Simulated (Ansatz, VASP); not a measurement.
One calculation of AlSn, two programs

The input INCAR:

```
SYSTEM = AlSn
  ALGO = Normal
  EDIFF = 1E-6
  ENCUT = 520
  GGA = RP
  ISIF = 2
  ISMEAR = 1
  IVDW = 13
  LASPH = .TRUE.
  LCHARG = .FALSE.
  LREAL = .FALSE.
  LWAVE = .FALSE.
  NBANDS = 16
  NELM = 60
  PREC = Accurate
  SIGMA = 0.2
```

The input KPOINTS:

```
k-points
0
G
  7 7 8
  0 0 0
```

Contents of POSCAR:

```
AlSn
1.0
    4.1699295613      0.0000000000      0.0000000000
   -2.0849647806      3.6112649320      0.0000000000
    0.0000000000      0.0000000000      3.2846527272
Sn Al
1 1
Direct
    0.3333333333      0.6666666667      0.5000000000
    0.0000000000      0.0000000000      0.0000000000
```

The input input.yaml:

```yaml
crystal:
  lattice:
    - [4.1699295613, 0.0, 0.0]
    - [-2.0849647806, 3.611264932, 0.0]
    - [0.0, 0.0, 3.2846527272]
  atoms:
    - { symbol: Sn, position: [0.3333333333, 0.6666666667, 0.5] }
    - { symbol: Al, position: [0.0, 0.0, 0.0] }
kpoints:
  mp_grid: { grid: [7, 7, 8] }
scf:
  occupations: { method: methfessel_paxton, width: 0.2 }
hamiltonian:
  xc: rpbe
  dispersion: d4
  pseudopotentials: { kind: all_electron, lapw: { basis_error: 0.001 } }
output:
  forces: true
  stress: true
  eigenvalues: true
```

Change from the starting cell: volume scaled by 0.98.

Alike in both runs: task single point; functional RPBE; dispersion D4; k mesh 7 × 7 × 8; occupations methfessel-paxton of order 1, width 0.2 eV; no spin polarisation.

```csv
,VASP,Ansatz
version,VASP 6.6.1,Ansatz 0.2.0
potentials or method,"VASP PAW PBE potentials, release 64 (Sn_d, Al), cutoff 520 eV","all-electron LAPW, scalar-relativistic"
```

VASP gave:

```
gap on the k mesh at the Fermi level (eV)                     : none
pressure (GPa)                                                : -1.5
traceless stress, the component that is largest in VASP (GPa) : 0.85
```

**Question.** Estimate Ansatz's values.

**Answer.** gap on the k mesh at the Fermi level (eV): none; pressure (GPa): -1.4; traceless stress, the component that is largest in VASP (GPa): 0.86.

VASP's potentials were made for PBE, not for RPBE. A gap of «none» marks a metal or a gap that the smearing closes. Ansatz ran all-electron here, and VASP with PAW potentials.
